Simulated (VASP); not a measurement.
# Ho2O (P6_3/mmc) in VASP: notebook

Ho2O is run at these levels: PBE; tasks: relaxation of cell and atoms, single point.

All numbers are computed with VASP 6.6.1; they aren't measurements. Logs are shortened: lines on timing, memory, paths and dates and some standing lists are left out, and cuts for length are marked.

### Step 1. The cell of the first run

It takes space group P6_3/mmc (No. 194, hexagonal). The conventional cell has a = 3.750 Å, b = 3.750 Å, c = 11.045 Å, α = 90.00°, β = 90.00°, γ = 120.00°. Within 2.9 Å of Ho (site symmetry -6m2) lie 3 O at 2.16 Å. Within 3.6 Å of Ho (site symmetry -3m) lie 2 O at 2.76 Å and 6 Ho at 3.51 Å. O (site symmetry -6m2) has 5 Ho at 2.16 to 2.76 Å within 2.9 Å.

The cell was built from a structure type or drawn by symmetry, and may not be a known phase.

### Step 2. Relaxation of cell and atoms, PBE

INCAR

```
PREC = Accurate
ENCUT = 600
EDIFF = 1E-7
ISMEAR = 0
SIGMA = 0.1
LREAL = F
LASPH = T
NELM = 200
ALGO = Normal
ISIF = 3
LWAVE = F
LCHARG = F
GGA = PE
IBRION = 2
NSW = 100
EDIFFG = -0.01
GGA_COMPAT = F
NELMIN = 4
LMAXMIX = 6
```

KPOINTS

```
regular mesh
0
Gamma
  12 12 4
```

POSCAR

```
Ho2O
1.0
    3.7496613507      0.0000000000      0.0000000000
   -1.8748306754      3.2473019853      0.0000000000
    0.0000000000      0.0000000000     11.0454435727
Ho O
4 2
Direct
    0.6666666667      0.3333333333      0.2500000000
    0.3333333333      0.6666666667      0.7500000000
    0.0000000000      0.0000000000      0.0000000000
    0.0000000000      0.0000000000      0.5000000000
    0.0000000000      0.0000000000      0.2500000000
    0.0000000000      0.0000000000      0.7500000000
```

Potentials or basis: VASP PAW PBE potentials, release 64 (Ho_3, O), 4f in core.

Run with:

```bash
cat potpaw_PBE.64/Ho_3/POTCAR potpaw_PBE.64/O/POTCAR > POTCAR
mpirun -np 1 vasp_std > vasp.out
```

OUTCAR:

```text
PREC = Accurate
   ENCUT = 600
   EDIFF = 1E-7
   ISMEAR = 0
   LREAL = F
   LASPH = T
   NELM = 200
   ISIF = 3
   GGA = PE
   IBRION = 2
   NSW = 100
   EDIFFG = -0.01
   NELMIN = 4

 ion  position               nearest neighbor table
   1  0.667  0.333  0.250-   5 2.16   5 2.16   5 2.16   3 3.51   4 3.51   4 3.51   3 3.51   4 3.51
                             3 3.51
   2  0.333  0.667  0.750-   6 2.16   6 2.16   6 2.16   3 3.51   4 3.51   4 3.51   3 3.51   4 3.51
                             3 3.51
   3  0.000  0.000  0.000-   5 2.76   6 2.76   1 3.51   2 3.51   1 3.51   2 3.51   1 3.51   2 3.51

   4  0.000  0.000  0.500-   5 2.76   6 2.76   1 3.51   2 3.51   1 3.51   2 3.51   1 3.51   2 3.51

   5  0.000  0.000  0.250-   1 2.16   1 2.16   1 2.16   4 2.76   3 2.76
   6  0.000  0.000  0.750-   2 2.16   2 2.16   2 2.16   4 2.76   3 2.76

  LATTYP: Found a hexagonal cell.
 ALAT       =     3.7496613507
 C/A-ratio  =     2.9457176368

  Lattice vectors:

 A1 = (   3.7496613507,   0.0000000000,   0.0000000000)
 A2 = (  -1.8748306754,   3.2473019853,   0.0000000000)
 A3 = (   0.0000000000,   0.0000000000,  11.0454435727)

Analysis of symmetry for initial positions (statically):
=====================================================================
 Subroutine PRICEL returns:
 Original cell was already a primitive cell.

 Routine SETGRP: Setting up the symmetry group for a
 hexagonal supercell.

 Subroutine GETGRP returns: Found 24 space group operations
 (whereof 12 operations were pure point group operations)
 out of a pool of 24 trial point group operations.

The static configuration has the point symmetry D_3d.
 The point group associated with its full space group is D_6h.

Analysis of symmetry for dynamics (positions and initial velocities):
=====================================================================
 Subroutine PRICEL returns:
 Original cell was already a primitive cell.

 Routine SETGRP: Setting up the symmetry group for a
 hexagonal supercell.

 Subroutine GETGRP returns: Found 24 space group operations
 (whereof 12 operations were pure point group operations)
 out of a pool of 24 trial point group operations.

The dynamic configuration has the point symmetry D_3d.
 The point group associated with its full space group is D_6h.

 Subroutine INISYM returns: Found 24 space group operations
 (whereof 12 operations are pure point group operations),
 and found     1 'primitive' translations

----------------------------------------------------------------------------------------

                                     Primitive cell

  volume of cell :     134.4924

  direct lattice vectors                    reciprocal lattice vectors
     3.749661351  0.000000000  0.000000000     0.266690751  0.153973977  0.000000000
    -1.874830675  3.247301985  0.000000000     0.000000000  0.307947953  0.000000000
     0.000000000  0.000000000 11.045443573     0.000000000  0.000000000  0.090535069

  length of vectors
     3.749661351  3.749661351 11.045443573     0.307947953  0.307947953  0.090535069

  position of ions in fractional coordinates (direct lattice)
     0.666666667  0.333333333  0.250000000
     0.333333333  0.666666667  0.750000000
     0.000000000  0.000000000  0.000000000
     0.000000000  0.000000000  0.500000000
     0.000000000  0.000000000  0.250000000
     0.000000000  0.000000000  0.750000000

  ion indices of the primitive-cell ions
   primitive index   ion index
                 1           1
                 2           2
                 3           3
                 4           4
                 5           5
                 6           6

----------------------------------------------------------------------------------------

 KPOINTS: regular mesh

Automatic generation of k-mesh.
 Grid dimensions read from file:
 generate k-points for:   12   12    4

 Generating k-lattice:

  Cartesian coordinates                     Fractional coordinates (reciprocal lattice)
     0.022224229  0.012831165  0.000000000     0.083333333 -0.000000000  0.000000000
     0.000000000  0.025662329  0.000000000     0.000000000  0.083333333  0.000000000
     0.000000000  0.000000000  0.022633767     0.000000000  0.000000000  0.250000000

  Length of vectors
     0.025662329  0.025662329  0.022633767

  Shift w.r.t. Gamma in fractional coordinates (k-lattice)
     0.000000000  0.000000000  0.000000000

 Subroutine IBZKPT returns following result:
 ===========================================

 Found     57 irreducible k-points:

 Following reciprocal coordinates:
            Coordinates               Weight
  0.000000  0.000000  0.000000      1.000000
  0.083333  0.000000  0.000000      6.000000
  0.166667  0.000000  0.000000      6.000000
  0.250000  0.000000  0.000000      6.000000
  0.333333 -0.000000  0.000000      6.000000
  0.416667  0.000000  0.000000      6.000000
[... 16 lines left out ...]
  0.250000  0.000000  0.250000     12.000000
  0.333333 -0.000000  0.250000     12.000000
 [... further k-points ...]
   k-points           NKPTS =     57   k-points in BZ     NKDIM =     57   number of bands    NBANDS=     28
   number of dos      NEDOS =    301   number of ions     NIONS =      6
   total plane-waves  NPLWV =  81000
   dimension x,y,z NGX =    30 NGY =   30 NGZ =   90
   dimension x,y,z NGXF=    60 NGYF=   60 NGZF=  180
   ions per type =               4   2
   NGX,Y,Z   is equivalent  to a cutoff of  13.30, 13.30, 13.55 a.u.
   NGXF,Y,Z  is equivalent  to a cutoff of  26.60, 26.60, 27.09 a.u.
 SYSTEM =  unknown system
   PREC   = accura    normal or accurate (medium, high low for compatibility)
   ISTART =      0    job   : 0-new  1-cont  2-samecut
   ICHARG =      2    charge: 1-file 2-atom 10-const
   ISPIN  =      1    spin polarized calculation?
   LNONCOLLINEAR =      F non collinear calculations
   LSORBIT =      F    spin-orbit coupling
   LASPH  =      T    aspherical Exc in radial PAW
   ENCUT  =  600.0 eV  44.10 Ry    6.64 a.u.   7.49  7.49 22.06*2*pi/ulx,y,z
   NELM   =    200;   NELMIN=  4; NELMDL= -5     # of ELM steps
   EDIFF  = 0.1E-06   stopping-criterion for ELM
   LREAL  =      F    real-space projection
   EDIFFG = -.1E-01   stopping-criterion for IOM
   NSW    =    100    number of steps for IOM
   IBRION =      2    ionic relax: 0-MD 1-quasi-New 2-CG
   NFREE  =      1    steps in history (QN), initial steepest desc. (CG)
   ISIF   =      3    stress and relaxation
   ISYM   =      2    0-nonsym 1-usesym 2-fastsym
   POTIM  = 0.5000    time-step for ionic-motion
   TEBEG  =    0.0;   TEEND  =   0.0 temperature during run
   PSTRESS=    0.0 pullay stress
   NELECT =      48.0000    total number of electrons
   NUPDOWN=      -1.0000    fix difference up-down
   EMIN   =  10.00;   EMAX   =-10.00  energy-range for DOS
   EFERMI =   0.00;   METHOD = LEGACY
   ISMEAR =     0;   SIGMA  =   0.10  broadening in eV -4-tet -1-fermi 0-gaus
   EFERMI_NEDOS =   21; number of points for ismear=-14 and -15
   IALGO  =     38    algorithm
   IMIX   =      4    mixing-type and parameters
     AMIX     =   0.40;   BMIX     =  1.00
     AMIX_MAG =   1.60;   BMIX_MAG =  1.00
  volume/ion in A,a.u.               =      22.42       151.27
  Fermi-wavevector in a.u.,A,eV,Ry     =   1.161242  2.194429 18.347215  1.348482
  Thomas-Fermi vector in A             =   2.297816
   LORBIT       =      0    0 simple, 1 ext, 2 COOP (PROOUT), +10 PAW based schemes
   GGA     = PE    functional components
   LHFCALC =     F    Hartree Fock is set to
   AEXX    =    0.0000 exact exchange contribution
   IVDW    =     0    specifies the selected vdW correction
   LEPSILON=     F    determine dielectric tensor
   LRPA    =     F    only Hartree local field effects (RPA)
 conjugate gradient relaxation of ions
 non-spin polarized calculation
 Gauss-broadening in eV      SIGMA  =   0.10
  energy-cutoff  :      600.00
  volume of cell :      134.49
 maximum number of plane-waves:      4529
 NGX is ok and might be reduce to    30
   NGX = 15   NGY = 15   NGZ = 45

--------------------------------------- Ionic step        1  -------------------------------------------

 number of electron      48.0000000 magnetization

 Free energy of the ion-electron system (eV)
  ---------------------------------------------------
  ext. energy  EPLUGINS =         0.00000000
  ---------------------------------------------------
  free energy    TOTEN  =       -39.03906035 eV

  energy without entropy =      -39.01395347  energy(sigma->0) =      -39.02650691

------------------------ aborting loop because EDIFF is reached ----------------------------------------

  FORCE on cell =-STRESS in cart. coord.  units (eV):
  Direction    XX          YY          ZZ          XY          YZ          ZX
  --------------------------------------------------------------------------------------
  -------------------------------------------------------------------------------------
  Total        1.0231488      1.0231488      0.4261306     -0.0000000     -0.0000000      0.0000000
  in kB       12.1885351     12.1885351      5.0763950     -0.0000000     -0.0000000      0.0000000
  external PRESSURE =       9.8178218 kB  Pullay stress =       0.0000000 kB
[... 25 lines left out ...]
  energy  without entropy=      -39.0139534666  energy(sigma->0) =      -39.02650691

--------------------------------------- Ionic step        2  -------------------------------------------

 number of electron      48.0000003 magnetization

 E-fermi :   3.4135     XC(G=0):  -9.9794

 val. band max:        3.4133413814   @ k =   0.4167   0.0833   0.2500
 cond. band min:       3.4183166548   @ k =   0.3333   0.2500   0.2500
 fundamental gap:      0.0049752734
 Fermi energy:         3.4135419475

 k-point     1 :       0.0000    0.0000    0.0000
  band No.  band energies     occupation
      1     -21.1939      2.00000
      2     -21.1221      2.00000
      3     -20.8198      2.00000
      4     -20.8198      2.00000
      5     -20.8131      2.00000
      6     -20.8131      2.00000
[... 772 lines left out ...]
  energy  without entropy=      -39.0151876314  energy(sigma->0) =      -39.02803554

--------------------------------------- Ionic step        3  -------------------------------------------

 number of electron      48.0000002 magnetization

 Free energy of the ion-electron system (eV)
  ---------------------------------------------------
  ext. energy  EPLUGINS =         0.00000000
  ---------------------------------------------------
  free energy    TOTEN  =       -39.04409469 eV

  energy without entropy =      -39.01867562  energy(sigma->0) =      -39.03138515

 E-fermi :   3.4600     XC(G=0): -10.0174

 val. band max:        3.4338998058   @ k =   0.1667   0.1667   0.5000
 cond. band min:       3.4630241299   @ k =   0.3333   0.2500   0.2500
 fundamental gap:      0.0291243241
 Fermi energy:         3.4600343100

 k-point     1 :       0.0000    0.0000    0.0000
  band No.  band energies     occupation
      1     -21.1308      2.00000
      2     -21.0563      2.00000
      3     -20.7458      2.00000
      4     -20.7458      2.00000
      5     -20.7390      2.00000
      6     -20.7390      2.00000
[... 768 lines left out ...]
  FREE ENERGIE OF THE ION-ELECTRON SYSTEM (eV)
  ---------------------------------------------------
  free  energy   TOTEN  =       -39.0440946879 eV

  energy  without entropy=      -39.0186756191  energy(sigma->0) =      -39.03138515

 reached required accuracy - stopping structural energy minimisation
```

Run time: 5.4 min. Hardware: 1 thread of Intel Xeon 6975P-C (Granite Rapids), shared host; peak memory 0.43 GiB.

What came out:

- Free energy: -39.0441 eV
- Relaxed volume: 22.66 Å³/atom
- Relaxed cell: a = 3.767 Å, b = 3.767 Å, c = 11.066 Å, α = 90.00°, β = 90.00°, γ = 120.00°
- Space group after relaxing (to 0.1 Å): P6_3/mmc (No. 194)
- Energy gained by relaxing: 0.8 meV/atom
- Ionic steps: 3
- Pressure after relaxing: 0.0 GPa
- Band gap on the k mesh: zero (bands 24 and 25 overlap by 1.50 eV)

The path:
```
step  energy change (eV)  largest force (eV/Å)  pressure (GPa)  volume (Å³)
   1              0.0000                0.0000            0.98       134.49
   2             -0.0018                0.0000           -0.74       137.18
   3             -0.0050                0.0000            0.00       135.98
```

Final structure:
```cif
data_structure
_symmetry_space_group_name_H-M 'P 1'
_symmetry_Int_Tables_number 1
_cell_length_a 3.7667
_cell_length_b 3.7667
_cell_length_c 11.0664
_cell_angle_alpha 90.000
_cell_angle_beta 90.000
_cell_angle_gamma 120.000
_cell_volume 135.98
loop_
_atom_site_label
_atom_site_type_symbol
_atom_site_fract_x
_atom_site_fract_y
_atom_site_fract_z
_atom_site_occupancy
Ho1 Ho 0.66667 0.33333 0.25000 1
Ho2 Ho 0.33333 0.66667 0.75000 1
Ho3 Ho 0.00000 0.00000 0.00000 1
Ho4 Ho 0.00000 0.00000 0.50000 1
O1 O 0.00000 0.00000 0.25000 1
O2 O 0.00000 0.00000 0.75000 1
```

Caveat: spin-orbit coupling is left out, which moves the levels of the heavy elements; the 4f electrons are frozen in the core, so they carry no moment and show no levels; the run has no spin polarisation, though such a crystal can be magnetic.

(Continued in part 2 of 2.)
